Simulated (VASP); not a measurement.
# LiNbO3 (R-3c) in VASP: a series of runs

The runs below take LiNbO3 through single point, relaxation of shape and atoms at fixed volume, with LDA.

All numbers are computed with VASP 6.6.1; they aren't measurements. Logs are shortened: lines on timing, memory, paths and dates and some standing lists are left out, and cuts for length are marked.

## Step 1: The cell of the first run

The structure is trigonal, space group R-3c (No. 167). The conventional cell has a = 5.124 Å, b = 5.124 Å, c = 13.552 Å, α = 90.00°, β = 90.00°, γ = 120.00°. Within 2.5 Å of Li (site symmetry 32) lie 3 O at 1.92 Å. Nb (site symmetry -3) has 6 O at 1.97 Å within 2.6 Å. O (site symmetry 2) has 1 Li at 1.92 Å and 2 Nb at 1.97 Å within 2.5 Å.

## Step 2: Single point, LDA

File INCAR:

```
SYSTEM = LiNbO3
  PREC = Accurate
  ENCUT = 520
  EDIFF = 1E-6
  ISMEAR = 0
  SIGMA = 0.02
  LREAL = .False.
  LASPH = .True.
  NELM = 60
  ALGO = Normal
  ISIF = 2
  LWAVE = .False.
  LCHARG = .True.
  LELF = .True.
  LVHAR = .True.
  NBANDS = 45
```

File KPOINTS:

```
Automatic mesh
0
Gamma
  6 6 6
  0 0 0
```

File POSCAR:

```
LiNbO3
1.0
    2.5620799784      1.4792175652      4.5172143437
   -2.5620799784      1.4792175652      4.5172143437
    0.0000000000     -2.9584351305      4.5172143437
Li Nb O
2 2 6
Direct
    0.2500000000      0.2500000000      0.2500000000
    0.7500000000      0.7500000000      0.7500000000
    0.0000000000      0.0000000000      0.0000000000
    0.5000000000      0.5000000000      0.5000000000
    0.1252716902      0.3747283098      0.7500000000
    0.7500000000      0.1252716902      0.3747283098
    0.3747283098      0.7500000000      0.1252716902
    0.2500000000      0.8747283098      0.6252716902
    0.8747283098      0.6252716902      0.2500000000
    0.6252716902      0.2500000000      0.8747283098
```

Potentials or basis: VASP PAW LDA potentials, release 64 (Li_sv, Nb_sv, O).

Run with:

```bash
$ cat potpaw_LDA.64/Li_sv/POTCAR potpaw_LDA.64/Nb_sv/POTCAR potpaw_LDA.64/O/POTCAR > POTCAR
$ mpirun -np 1 vasp_std > vasp.out
```

OUTCAR:

```text
SYSTEM = LiNbO3
   PREC = Accurate
   ENCUT = 520
   EDIFF = 1E-6
   ISMEAR = 0
   LREAL = .False.
   LASPH = .True.
   NELM = 60
   ISIF = 2

 ion  position               nearest neighbor table
   1  0.250  0.250  0.250-   9 1.92   8 1.92  10 1.92
   2  0.750  0.750  0.750-   5 1.92   6 1.92   7 1.92
   3  0.000  0.000  0.000-   7 1.97  10 1.97   9 1.97   5 1.97   6 1.97   8 1.97
   4  0.500  0.500  0.500-   6 1.97   8 1.97   5 1.97   9 1.97   7 1.97  10 1.97
   5  0.125  0.375  0.750-   2 1.92   3 1.97   4 1.97
   6  0.750  0.125  0.375-   2 1.92   4 1.97   3 1.97
   7  0.375  0.750  0.125-   2 1.92   3 1.97   4 1.97
   8  0.250  0.875  0.625-   1 1.92   4 1.97   3 1.97
   9  0.875  0.625  0.250-   1 1.92   3 1.97   4 1.97
  10  0.625  0.250  0.875-   1 1.92   3 1.97   4 1.97

  LATTYP: Found a trigonal (rhomboedric) cell.
 ALAT       =     5.3997744256
 COS(alpha) =     0.5497392135

  Lattice vectors:

 A1 = (   2.5620799784,   1.4792175652,   4.5172143437)
 A2 = (  -2.5620799784,   1.4792175652,   4.5172143437)
 A3 = (   0.0000000000,  -2.9584351305,   4.5172143437)

Analysis of symmetry for initial positions (statically):
=====================================================================
 Subroutine PRICEL returns:
 Original cell was already a primitive cell.

 Routine SETGRP: Setting up the symmetry group for a
 trigonal (rhombohedral) supercell.

 Subroutine GETGRP returns: Found 12 space group operations
 (whereof  6 operations were pure point group operations)
 out of a pool of 12 trial point group operations.

The static configuration has the point symmetry S_6 .
 The point group associated with its full space group is D_3d.

Analysis of symmetry for dynamics (positions and initial velocities):
=====================================================================
 Subroutine PRICEL returns:
 Original cell was already a primitive cell.

 Routine SETGRP: Setting up the symmetry group for a
 trigonal (rhombohedral) supercell.

 Subroutine GETGRP returns: Found 12 space group operations
 (whereof  6 operations were pure point group operations)
 out of a pool of 12 trial point group operations.

The dynamic configuration has the point symmetry S_6 .
 The point group associated with its full space group is D_3d.

 Subroutine INISYM returns: Found 12 space group operations
 (whereof  6 operations are pure point group operations),
 and found     1 'primitive' translations

----------------------------------------------------------------------------------------

                                     Primitive cell

  volume of cell :     102.7180

  direct lattice vectors                    reciprocal lattice vectors
     2.562079978  1.479217565  4.517214344     0.195153939  0.112672179  0.073791790
    -2.562079978  1.479217565  4.517214344    -0.195153939  0.112672179  0.073791790
     0.000000000 -2.958435130  4.517214344     0.000000000 -0.225344359  0.073791790

  length of vectors
     5.399774426  5.399774426  5.399774426     0.237118764  0.237118764  0.237118764

  position of ions in fractional coordinates (direct lattice)
     0.250000000  0.250000000  0.250000000
     0.750000000  0.750000000  0.750000000
     0.000000000  0.000000000  0.000000000
     0.500000000  0.500000000  0.500000000
     0.125271690  0.374728310  0.750000000
     0.750000000  0.125271690  0.374728310
     0.374728310  0.750000000  0.125271690
     0.250000000  0.874728310  0.625271690
     0.874728310  0.625271690  0.250000000
     0.625271690  0.250000000  0.874728310

  ion indices of the primitive-cell ions
   primitive index   ion index
                 1           1
                 2           2
                 3           3
                 4           4
                 5           5
                 6           6
                 7           7
                 8           8
                 9           9
                10          10

----------------------------------------------------------------------------------------

 KPOINTS: Automatic mesh

Automatic generation of k-mesh.
 Grid dimensions read from file:
 generate k-points for:    6    6    6

 Generating k-lattice:

  Cartesian coordinates                     Fractional coordinates (reciprocal lattice)
     0.032525657  0.018778697  0.012298632     0.166666667  0.000000000  0.000000000
    -0.032525657  0.018778697  0.012298632     0.000000000  0.166666667  0.000000000
     0.000000000 -0.037557393  0.012298632    -0.000000000 -0.000000000  0.166666667

  Length of vectors
     0.039519794  0.039519794  0.039519794

  Shift w.r.t. Gamma in fractional coordinates (k-lattice)
     0.000000000  0.000000000  0.000000000

 Subroutine IBZKPT returns following result:
 ===========================================

 Found     32 irreducible k-points:

 Following reciprocal coordinates:
            Coordinates               Weight
  0.000000  0.000000  0.000000      1.000000
  0.166667  0.000000  0.000000      6.000000
  0.333333  0.000000 -0.000000      6.000000
  0.500000  0.000000 -0.000000      3.000000
  0.166667  0.166667  0.000000      6.000000
  0.333333  0.166667 -0.000000     12.000000
[... 16 lines left out ...]
  0.500000  0.500000  0.166667      6.000000
 -0.333333  0.500000  0.166667     12.000000
 [... further k-points ...]
   k-points           NKPTS =     32   k-points in BZ     NKDIM =     32   number of bands    NBANDS=     45
   number of dos      NEDOS =    301   number of ions     NIONS =     10
   total plane-waves  NPLWV =  64000
   dimension x,y,z NGX =    40 NGY =   40 NGZ =   40
   dimension x,y,z NGXF=    80 NGYF=   80 NGZF=   80
   ions per type =               2   2   6
   NGX,Y,Z   is equivalent  to a cutoff of  12.32, 12.32, 12.32 a.u.
   NGXF,Y,Z  is equivalent  to a cutoff of  24.63, 24.63, 24.63 a.u.
 SYSTEM =  LiNbO3
   PREC   = accura    normal or accurate (medium, high low for compatibility)
   ISTART =      0    job   : 0-new  1-cont  2-samecut
   ICHARG =      2    charge: 1-file 2-atom 10-const
   ISPIN  =      1    spin polarized calculation?
   LNONCOLLINEAR =      F non collinear calculations
   LSORBIT =      F    spin-orbit coupling
   LASPH  =      T    aspherical Exc in radial PAW
   ENCUT  =  520.0 eV  38.22 Ry    6.18 a.u.  10.04 10.04 10.04*2*pi/ulx,y,z
   NELM   =     60;   NELMIN=  2; NELMDL= -5     # of ELM steps
   EDIFF  = 0.1E-05   stopping-criterion for ELM
   LREAL  =      F    real-space projection
[... 7 lines left out ...]
   TEBEG  =    0.0;   TEEND  =   0.0 temperature during run
   PSTRESS=    0.0 pullay stress
   NELECT =      68.0000    total number of electrons
   NUPDOWN=      -1.0000    fix difference up-down
   EMIN   =  10.00;   EMAX   =-10.00  energy-range for DOS
   EFERMI =   0.00;   METHOD = LEGACY
   ISMEAR =     0;   SIGMA  =   0.02  broadening in eV -4-tet -1-fermi 0-gaus
   EFERMI_NEDOS =   21; number of points for ismear=-14 and -15
   IALGO  =     38    algorithm
   IMIX   =      4    mixing-type and parameters
     AMIX     =   0.40;   BMIX     =  1.00
     AMIX_MAG =   1.60;   BMIX_MAG =  1.00
  volume/ion in A,a.u.               =      10.27        69.32
  Fermi-wavevector in a.u.,A,eV,Ry     =   1.426797  2.696256 27.698063  2.035750
  Thomas-Fermi vector in A             =   2.547036
   LORBIT       =      0    0 simple, 1 ext, 2 COOP (PROOUT), +10 PAW based schemes
   GGA     = CA    functional components
   LHFCALC =     F    Hartree Fock is set to
   AEXX    =    0.0000 exact exchange contribution
   IVDW    =     0    specifies the selected vdW correction
   LEPSILON=     F    determine dielectric tensor
   LRPA    =     F    only Hartree local field effects (RPA)
 non-spin polarized calculation
 Gauss-broadening in eV      SIGMA  =   0.02
  energy-cutoff  :      520.00
  volume of cell :      102.72
 maximum number of plane-waves:      2804
   NGX = 21   NGY = 21   NGZ = 21

 number of electron      67.9999981 magnetization

 Free energy of the ion-electron system (eV)
  ---------------------------------------------------
  ext. energy  EPLUGINS =         0.00000000
  ---------------------------------------------------
  free energy    TOTEN  =       -87.35375978 eV

  energy without entropy =      -87.35375978  energy(sigma->0) =      -87.35375978

 E-fermi :   3.9861     XC(G=0): -11.5082

 val. band max:        3.7715321829   @ k =  -0.1667   0.1667   0.0000
 cond. band min:       6.3718228260   @ k =   0.5000   0.5000  -0.0000
 fundamental gap:      2.6002906431
 Fermi energy:         3.9861400934

 k-point     1 :       0.0000    0.0000    0.0000
  band No.  band energies     occupation
      1     -50.1724      2.00000
      2     -50.1531      2.00000
      3     -37.7643      2.00000
      4     -37.7613      2.00000
      5     -26.6557      2.00000
      6     -26.6557      2.00000
[... 37 lines left out ...]
     44      14.6980      0.00000
     45      15.0069      0.00000

 k-point     2 :       0.1667    0.0000    0.0000
  band No.  band energies     occupation
      1     -50.1711      2.00000
      2     -50.1544      2.00000
      3     -37.7641      2.00000
      4     -37.7615      2.00000
      5     -26.6440      2.00000
      6     -26.6432      2.00000
[... 37 lines left out ...]
     44      14.5381      0.00000
     45      14.7437      0.00000

 k-point     3 :       0.3333    0.0000   -0.0000
  band No.  band energies     occupation
      1     -50.1675      2.00000
      2     -50.1579      2.00000
      3     -37.7636      2.00000
      4     -37.7620      2.00000
      5     -26.6111      2.00000
      6     -26.6088      2.00000
[... 997 lines left out ...]
     44      13.7365      0.00000
     45      13.7998      0.00000

 k-point    24 :      -0.3333    0.5000    0.1667
  band No.  band energies     occupation
      1     -50.1643      2.00000
      2     -50.1611      2.00000
      3     -37.7631      2.00000
      4     -37.7626      2.00000
      5     -26.6724      2.00000
      6     -26.6667      2.00000
[... 37 lines left out ...]
     44      13.7037      0.00000
     45      14.0197      0.00000

 [... further k-points ...]

------------------------ aborting loop because EDIFF is reached ----------------------------------------

  FORCE on cell =-STRESS in cart. coord.  units (eV):
  Direction    XX          YY          ZZ          XY          YZ          ZX
  --------------------------------------------------------------------------------------
  -------------------------------------------------------------------------------------
  Total        0.0873654      0.0873654      0.0789904     -0.0000000     -0.0000000     -0.0000000
  in kB        1.3627098      1.3627098      1.2320786     -0.0000000     -0.0000000     -0.0000000
  external PRESSURE =       1.3191660 kB  Pullay stress =       0.0000000 kB

 VOLUME and BASIS-vectors are now :
 -----------------------------------------------------------------------------
  energy-cutoff  :      520.00
  volume of cell :      102.72
      direct lattice vectors                 reciprocal lattice vectors
     2.562079978  1.479217565  4.517214344     0.195153939  0.112672179  0.073791790
    -2.562079978  1.479217565  4.517214344    -0.195153939  0.112672179  0.073791790
     0.000000000 -2.958435130  4.517214344     0.000000000 -0.225344359  0.073791790

 POSITION                                       TOTAL-FORCE (eV/Angst)
 -----------------------------------------------------------------------------------
      0.00000     -0.00000      3.38791         0.000000     -0.000000     -0.000000
      0.00000     -0.00000     10.16373         0.000000     -0.000000     -0.000000
      0.00000      0.00000      0.00000         0.000000     -0.000000     -0.000000
      0.00000     -0.00000      6.77582         0.000000     -0.000000     -0.000000
     -0.63913     -1.47922      5.64652         0.002891     -0.000000      0.000000
      1.60060      0.18611      5.64652        -0.001446      0.002504     -0.000000
     -0.96148      1.29311      5.64652        -0.001446     -0.002504     -0.000000
     -1.60060     -0.18611      7.90513         0.001446     -0.002504     -0.000000
      0.63913      1.47922      7.90513        -0.002891     -0.000000     -0.000000
      0.96148     -1.29311      7.90513         0.001446      0.002504     -0.000000
 -----------------------------------------------------------------------------------
    total drift:                               -0.000000      0.000000     -0.000000

  FREE ENERGIE OF THE ION-ELECTRON SYSTEM (eV)
  ---------------------------------------------------
  free  energy   TOTEN  =       -87.3537597808 eV

  energy  without entropy=      -87.3537597808  energy(sigma->0) =      -87.35375978
```

It took 1.8 min on 1 thread of Intel Xeon Platinum 8559C (Emerald Rapids), shared host; peak memory 0.26 GiB.

Results:

```
Free energy            : -87.3538 eV
Band gap on the k mesh : 2.60 eV (least direct gap 2.67 eV)
```

Forces in eV/Å, atoms in the order of the input:
```
Li   0.000  0.000  0.000
Li   0.000  0.000  0.000
Nb   0.000  0.000  0.000
Nb   0.000  0.000  0.000
O    0.003  0.000  0.000
O   -0.001  0.003  0.000
O   -0.001 -0.003  0.000
O    0.001 -0.003  0.000
O   -0.003  0.000  0.000
O    0.001  0.003  0.000
```

Caveat: the cutoff is under 1.25 times the usual one of these potentials, so pressure, stress and relaxed cells hold a basis-set (Pulay) error. A k mesh can miss the band edges.

## Step 3: Single point, LDA (10.58 Å³/atom)

This run uses another cell than the first one, of 10.58 Å³/atom.

File INCAR:

```
ALGO = Normal
EDIFF = 1E-6
ENCUT = 520
ISIF = 2
ISMEAR = 0
LASPH = True
LCHARG = False
LREAL = False
LWAVE = False
NBANDS = 45
NELM = 80
PREC = Accurate
SIGMA = 0.02
```

File KPOINTS:

```
k-points
0
Gamma
  6 6 6
```

File POSCAR:

```
LiNbO3
1.0
    2.5880450914      1.4942085302      4.5598400737
   -2.5880450914      1.4942085302      4.5598400737
    0.0000000000     -2.9884170604      4.5598400736
Li Nb O
2 2 6
Direct
    0.2500000000      0.2500000000      0.2500000000
    0.7500000000      0.7500000000      0.7500000000
    0.0000000000      0.0000000000      0.0000000000
    0.5000000000      0.5000000000      0.5000000000
    0.1306460542      0.3693539458      0.7500000000
    0.7500000000      0.1306460542      0.3693539458
    0.3693539458      0.7500000000      0.1306460542
    0.2500000000      0.8693539458      0.6306460542
    0.8693539458      0.6306460542      0.2500000000
    0.6306460542      0.2500000000      0.8693539458
```

Potentials or basis: VASP PAW LDA potentials, release 64 (Li_sv, Nb_sv, O).

Run with:

```bash
$ cat potpaw_LDA.64/Li_sv/POTCAR potpaw_LDA.64/Nb_sv/POTCAR potpaw_LDA.64/O/POTCAR > POTCAR
$ mpirun -np 1 vasp_std > vasp.out
```

It took 2.3 min on 1 thread of Intel Xeon Platinum 8559C (Emerald Rapids), shared host; peak memory 0.28 GiB.

Results (log left out):

```yaml
Free_energy: -87.3166 eV
Band_gap_on_the_k_mesh: 2.51 eV (least direct gap 2.62 eV)
```

Levels at points of the mesh, in eV from the valence-band top:
| k point | band 32 | band 33 | band 34 | band 35 | band 36 | band 37 |
| --- | --- | --- | --- | --- | --- | --- |
| (0.00, 0.00, 0.00) | -0.22 | -0.22 | -0.07 | 2.55 | 2.55 | 2.74 |
| (0.50, 0.00, 0.00) | -0.30 | -0.24 | -0.24 | 4.16 | 4.16 | 4.22 |
| (0.50, 0.50, 0.00) | -0.43 | -0.31 | -0.28 | 2.51 | 3.67 | 4.04 |
| (0.50, 0.50, 0.50) | -0.32 | -0.32 | -0.32 | 4.22 | 4.22 | 4.52 |

Caveat: the cutoff is under 1.25 times the usual one of these potentials, so pressure, stress and relaxed cells hold a basis-set (Pulay) error. A k mesh can miss the band edges.

## Step 4: Single point, LDA (10.89 Å³/atom)

This run uses another cell than the first one, of 10.89 Å³/atom.

File INCAR:

```
SYSTEM = LiNbO3
PREC = Accurate ; ENCUT = 520
EDIFF = 1E-7 ; ISMEAR = 0
SIGMA = 0.02 ; LREAL = .FALSE.
LASPH = .TRUE. ; NELM = 60
ALGO = Normal ; ISIF = 2
LWAVE = .FALSE. ; LCHARG = .TRUE.
GGA = CA ; LELF = .TRUE.
LVHAR = .TRUE. ; NBANDS = 45
```

File KPOINTS:

```
Automatic mesh
0
G
  6 6 6
  0 0 0
```

File POSCAR:

```
LiNbO3
1.0
    2.6148135657      1.5096633160      4.5970631555
   -2.6148135657      1.5096633160      4.5970631555
    0.0000000000     -3.0193266320      4.5970631555
Li Nb O
2 2 6
Direct
    0.2500000000      0.2500000000      0.2500000000
    0.7500000000      0.7500000000      0.7500000000
    0.0000000000      0.0000000000      0.0000000000
    0.5000000000      0.5000000000      0.5000000000
    0.1363784578      0.3636215422      0.7500000000
    0.7500000000      0.1363784578      0.3636215422
    0.3636215422      0.7500000000      0.1363784578
    0.2500000000      0.8636215422      0.6363784578
    0.8636215422      0.6363784578      0.2500000000
    0.6363784578      0.2500000000      0.8636215422
```

Run with:

```bash
$ cat potpaw_LDA.64/Li_sv/POTCAR potpaw_LDA.64/Nb_sv/POTCAR potpaw_LDA.64/O/POTCAR > POTCAR
$ mpirun -np 1 vasp_std > vasp.out
```

It took 2.3 min on 1 thread of Intel Xeon Platinum 8559C (Emerald Rapids), shared host; peak memory 0.29 GiB.

It converged, with:

* Free energy: -87.1987 eV
* Band gap on the k mesh: 2.41 eV (least direct gap 2.58 eV)

Levels at points of the mesh, in eV from the valence-band top:
```tsv
k point	band 32	band 33	band 34	band 35	band 36	band 37
(0.00, 0.00, 0.00)	-0.21	-0.21	-0.13	2.45	2.45	2.65
(0.50, 0.00, 0.00)	-0.31	-0.25	-0.25	4.06	4.06	4.13
(0.50, 0.50, 0.00)	-0.42	-0.34	-0.23	2.41	3.64	4.00
(0.50, 0.50, 0.50)	-0.32	-0.32	-0.32	4.14	4.14	4.41
```

Caveat: the cutoff is under 1.25 times the usual one of these potentials, so pressure, stress and relaxed cells hold a basis-set (Pulay) error.

(Continued in part 2 of 2.)
